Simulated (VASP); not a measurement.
# Te in VASP: notebook, part 2 of 2

VASP 6.6.1. The steps go on from the part before.

## Step 4: Single point, PBEsol

The input, INCAR:

```
SYSTEM = Te
PREC = Accurate ; ENCUT = 520
EDIFF = 1E-6 ; ISMEAR = -1
SIGMA = 0.05 ; LREAL = .False.
LASPH = .True. ; NELM = 80
ALGO = Normal ; ISIF = 2
LWAVE = .False. ; LCHARG = .True.
GGA = PS ; LELF = .True.
LVHAR = .True. ; NBANDS = 16
```

The input, KPOINTS:

```
regular mesh
0
Gamma
  7 7 5
  0 0 0
```

The input, POSCAR:

```
Te
1.0
    3.6641541594      0.0000000000      0.0000000000
   -1.8320770797      3.1732505854      0.0000000000
    0.0000000000      0.0000000000      6.5501640898
Te
3
Direct
    0.6667234910      0.6667234910      0.0000000000
    0.0000000000      0.3332765090      0.6666666667
    0.3332765090      0.0000000000      0.3333333333
```

Potentials or basis: VASP PAW PBE potentials, release 64 (Te).

Launch:

```console
$ cat potpaw_PBE.64/Te/POTCAR > POTCAR
$ mpirun -np 1 vasp_std > vasp.out
```

OUTCAR:

```text
SYSTEM = Te
   PREC = Accurate
   ENCUT = 520
   EDIFF = 1E-6
   ISMEAR = -1
   LREAL = .False.
   LASPH = .True.
   NELM = 80
   ISIF = 2
   GGA = PS

 ion  position               nearest neighbor table
   1  0.667  0.667  0.000-   2 3.04   3 3.04   3 3.04   2 3.04   2 3.04   3 3.04
   2  0.000  0.333  0.667-   1 3.04   3 3.04   1 3.04   1 3.04   3 3.04   3 3.04
   3  0.333  0.000  0.333-   1 3.04   2 3.04   1 3.04   1 3.04   2 3.04   2 3.04

  LATTYP: Found a hexagonal cell.
 ALAT       =     3.6641541594
 C/A-ratio  =     1.7876333268

  Lattice vectors:

 A1 = (   3.6641541594,   0.0000000000,   0.0000000000)
 A2 = (  -1.8320770797,   3.1732505854,   0.0000000000)
 A3 = (   0.0000000000,   0.0000000000,   6.5501640898)

Analysis of symmetry for initial positions (statically):
=====================================================================
 Subroutine PRICEL returns:
 Original cell was already a primitive cell.

 Routine SETGRP: Setting up the symmetry group for a
 hexagonal supercell.

 Subroutine GETGRP returns: Found  6 space group operations
 (whereof  2 operations were pure point group operations)
 out of a pool of 24 trial point group operations.

The static configuration has the point symmetry C_2 .
 The point group associated with its full space group is D_3 .

Analysis of symmetry for dynamics (positions and initial velocities):
=====================================================================
 Subroutine PRICEL returns:
 Original cell was already a primitive cell.

 Routine SETGRP: Setting up the symmetry group for a
 hexagonal supercell.

 Subroutine GETGRP returns: Found  6 space group operations
 (whereof  2 operations were pure point group operations)
 out of a pool of 24 trial point group operations.

The dynamic configuration has the point symmetry C_2 .
 The point group associated with its full space group is D_3 .

 Subroutine INISYM returns: Found  6 space group operations
 (whereof  2 operations are pure point group operations),
 and found     1 'primitive' translations

----------------------------------------------------------------------------------------

                                     Primitive cell

  volume of cell :      76.1606

  direct lattice vectors                    reciprocal lattice vectors
     3.664154159  0.000000000  0.000000000     0.272914282  0.157567134  0.000000000
    -1.832077080  3.173250585  0.000000000     0.000000000  0.315134268  0.000000000
     0.000000000  0.000000000  6.550164090     0.000000000  0.000000000  0.152667931

  length of vectors
     3.664154159  3.664154159  6.550164090     0.315134268  0.315134268  0.152667931

  position of ions in fractional coordinates (direct lattice)
     0.666723491  0.666723491  0.000000000
     0.000000000  0.333276509  0.666666667
     0.333276509  0.000000000  0.333333333

  ion indices of the primitive-cell ions
   primitive index   ion index
                 1           1
                 2           2
                 3           3

----------------------------------------------------------------------------------------

 KPOINTS: regular mesh

Automatic generation of k-mesh.
 Grid dimensions read from file:
 generate k-points for:    7    7    5

 Generating k-lattice:

  Cartesian coordinates                     Fractional coordinates (reciprocal lattice)
     0.038987755  0.022509591  0.000000000     0.142857143  0.000000000  0.000000000
     0.000000000  0.045019181  0.000000000     0.000000000  0.142857143  0.000000000
     0.000000000  0.000000000  0.030533586     0.000000000  0.000000000  0.200000000

  Length of vectors
     0.045019181  0.045019181  0.030533586

  Shift w.r.t. Gamma in fractional coordinates (k-lattice)
     0.000000000  0.000000000  0.000000000

 Subroutine IBZKPT returns following result:
 ===========================================

 Found     32 irreducible k-points:

 Following reciprocal coordinates:
            Coordinates               Weight
  0.000000  0.000000  0.000000      1.000000
  0.142857 -0.000000  0.000000      6.000000
  0.285714 -0.000000  0.000000      6.000000
  0.428571  0.000000  0.000000      6.000000
  0.142857  0.142857  0.000000      6.000000
  0.285714  0.142857  0.000000     12.000000
[... 16 lines left out ...]
  0.000000  0.142857  0.400000      6.000000
  0.285714 -0.000000  0.400000      6.000000
 [... further k-points ...]
   k-points           NKPTS =     32   k-points in BZ     NKDIM =     32   number of bands    NBANDS=     16
   number of dos      NEDOS =    301   number of ions     NIONS =      3
   total plane-waves  NPLWV =  39200
   dimension x,y,z NGX =    28 NGY =   28 NGZ =   50
   dimension x,y,z NGXF=    56 NGYF=   56 NGZF=  100
   ions per type =               3
   NGX,Y,Z   is equivalent  to a cutoff of  12.70, 12.70, 12.69 a.u.
   NGXF,Y,Z  is equivalent  to a cutoff of  25.41, 25.41, 25.38 a.u.
 SYSTEM =  Te
   PREC   = accura    normal or accurate (medium, high low for compatibility)
   ISTART =      0    job   : 0-new  1-cont  2-samecut
   ICHARG =      2    charge: 1-file 2-atom 10-const
   ISPIN  =      1    spin polarized calculation?
   LNONCOLLINEAR =      F non collinear calculations
   LSORBIT =      F    spin-orbit coupling
   LASPH  =      T    aspherical Exc in radial PAW
   ENCUT  =  520.0 eV  38.22 Ry    6.18 a.u.   6.81  6.81 12.18*2*pi/ulx,y,z
   NELM   =     80;   NELMIN=  2; NELMDL= -5     # of ELM steps
   EDIFF  = 0.1E-05   stopping-criterion for ELM
   LREAL  =      F    real-space projection
   EDIFFG = 0.1E-04   stopping-criterion for IOM
   NSW    =      0    number of steps for IOM
   IBRION =     -1    ionic relax: 0-MD 1-quasi-New 2-CG
   NFREE  =      0    steps in history (QN), initial steepest desc. (CG)
   ISIF   =      2    stress and relaxation
   ISYM   =      2    0-nonsym 1-usesym 2-fastsym
   POTIM  = 0.5000    time-step for ionic-motion
   TEBEG  =    0.0;   TEEND  =   0.0 temperature during run
   PSTRESS=    0.0 pullay stress
   NELECT =      18.0000    total number of electrons
   NUPDOWN=      -1.0000    fix difference up-down
   EMIN   =  10.00;   EMAX   =-10.00  energy-range for DOS
[... 5 lines left out ...]
     AMIX     =   0.40;   BMIX     =  1.00
     AMIX_MAG =   1.60;   BMIX_MAG =  1.00
  volume/ion in A,a.u.               =      25.39       171.32
  Fermi-wavevector in a.u.,A,eV,Ry     =   1.012175  1.912733 13.939142  1.024498
  Thomas-Fermi vector in A             =   2.145269
   LORBIT       =      0    0 simple, 1 ext, 2 COOP (PROOUT), +10 PAW based schemes
   GGA     = PS    functional components
   LHFCALC =     F    Hartree Fock is set to
   AEXX    =    0.0000 exact exchange contribution
   IVDW    =     0    specifies the selected vdW correction
   LEPSILON=     F    determine dielectric tensor
   LRPA    =     F    only Hartree local field effects (RPA)
 non-spin polarized calculation
  energy-cutoff  :      520.00
  volume of cell :       76.16
 maximum number of plane-waves:      2063
 NGX is ok and might be reduce to    28
   NGX = 13   NGY = 13   NGZ = 25

 number of electron      18.0000000 magnetization

 Free energy of the ion-electron system (eV)
  ---------------------------------------------------
  ext. energy  EPLUGINS =         0.00000000
  ---------------------------------------------------
  free energy    TOTEN  =        -9.99272280 eV

  energy without entropy =       -9.98535822  energy(sigma->0) =       -9.98904051

 E-fermi :   9.6274     XC(G=0): -10.6312

 val. band max:        9.6129702723   @ k =   0.4286   0.0000   0.0000
 cond. band min:       9.6795218465   @ k =   0.1429  -0.0000   0.0000
 fundamental gap:      0.0665515743
 Fermi energy:         9.6273926815

 k-point     1 :       0.0000    0.0000    0.0000
  band No.  band energies     occupation
      1      -5.6997      2.00000
      2      -2.3087      2.00000
      3      -2.3087      2.00000
      4       7.5149      2.00000
      5       7.5149      2.00000
      6       8.8976      2.00000
[... 8 lines left out ...]
     15      16.7968      0.00000
     16      16.8022      0.00000
[... 419 lines left out ...]
 k-point    24 :       0.2857   -0.0000    0.4000
  band No.  band energies     occupation
      1      -4.1412      2.00000
      2      -3.4197      2.00000
      3       0.0272      2.00000
      4       4.6242      2.00000
      5       4.7878      2.00000
      6       5.8317      2.00000
[... 8 lines left out ...]
     15      17.5017      0.00000
     16      18.0612      0.00000

 [... further k-points ...]
[... 5 lines left out ...]
  --------------------------------------------------------------------------------------
  -------------------------------------------------------------------------------------
  Total        4.7887667      4.7887667      4.8675381      0.0000000      0.0000000      0.0000000
  in kB      100.7404716    100.7404716    102.3975721      0.0000000      0.0000000      0.0000000
  external PRESSURE =     101.2928385 kB  Pullay stress =       0.0000000 kB

 VOLUME and BASIS-vectors are now :
 -----------------------------------------------------------------------------
  energy-cutoff  :      520.00
  volume of cell :       76.16
      direct lattice vectors                 reciprocal lattice vectors
     3.664154159  0.000000000  0.000000000     0.272914282  0.157567134  0.000000000
    -1.832077080  3.173250585  0.000000000     0.000000000  0.315134268  0.000000000
     0.000000000  0.000000000  6.550164090     0.000000000  0.000000000  0.152667931

 POSITION                                       TOTAL-FORCE (eV/Angst)
 -----------------------------------------------------------------------------------
      1.22149      2.11568      0.00000        -0.000306     -0.000530      0.000000
     -0.61059      1.05757      4.36678        -0.000306      0.000530     -0.000000
      1.22118      0.00000      2.18339         0.000611     -0.000000      0.000000
 -----------------------------------------------------------------------------------
    total drift:                                0.000000      0.000000      0.000000

  FREE ENERGIE OF THE ION-ELECTRON SYSTEM (eV)
  ---------------------------------------------------
  free  energy   TOTEN  =        -9.9927227959 eV

  energy  without entropy=       -9.9853582224  energy(sigma->0) =       -9.98904051
```

stdout:

```text
POSCAR found type information on POSCAR Te
 POSCAR found :  1 types and       3 ions
 scaLAPACK will be used
 -----------------------------------------------------------------------------
|                                                                             |
|                                                                             |
|     You enforced a specific xc type in the INCAR file but a different       |
|     I HOPE YOU KNOW WHAT YOU ARE DOING!                                     |
|                                                                             |
 -----------------------------------------------------------------------------

 LDA part: xc-table for (Slater+PW92), standard interpolation
 POSCAR, INCAR and KPOINTS ok, starting setup
 FFT: planning ... GRIDC
 FFT: planning ... GRID_SOFT
 FFT: planning ... GRID
 WAVECAR not read
 entering main loop
```

Run time: 18 s. Hardware: 1 thread of Intel Xeon Platinum 8488C (Sapphire Rapids), shared host; peak memory 0.19 GiB.

What came out:

```
Free energy            : -9.9927 eV
Pressure               : 10.1 GPa
Band gap on the k mesh : zero (band 9 reaches 10.67 eV, above the bottom of band 10 at 7.90 eV)
```

Stress tensor (GPa, compression positive):
```
10.07  0.00  0.00
 0.00 10.07  0.00
 0.00  0.00 10.24
```

Levels at points of the mesh, in eV from the Fermi level:
```
           k point  band 7  band 8  band 9  band 10  band 11  band 12
(0.00, 0.00, 0.00)   -0.73   -0.73   -0.73     2.00     2.00     3.65
```

Caveat: the PAW data sets were made with another functional, which shifts forces and pressure a little; spin-orbit coupling is left out, which moves the levels of the heavy elements.

## Step 5: Summary

| cell | gap on the mesh (eV) | pressure (GPa) |
| --- | --- | --- |
| a = 3.665, b = 3.665, c = 6.551 Å, angles 90.0, 90.0, 120.0°, 3 atoms | none | 10.1 |
| a = 3.404, b = 3.404, c = 6.481 Å, angles 90.0, 90.0, 120.0°, 3 atoms | none | 30.3 |
| a = 3.664, b = 3.664, c = 6.550 Å, angles 90.0, 90.0, 120.0°, 3 atoms | none | 10.1 |

Alike in all rows: task single point; level PBEsol; potentials or basis VASP PAW PBE potentials, release 64 (Te); no spin polarisation; k mesh 7 × 7 × 5; cutoff (eV) 520; smearing fermi-dirac 0.05 eV.

Caveats: the PAW data sets were made with another functional, which shifts forces and pressure a little; spin-orbit coupling is left out, which moves the levels of the heavy elements.

Absolute energies hang on the potentials; compare differences alone.
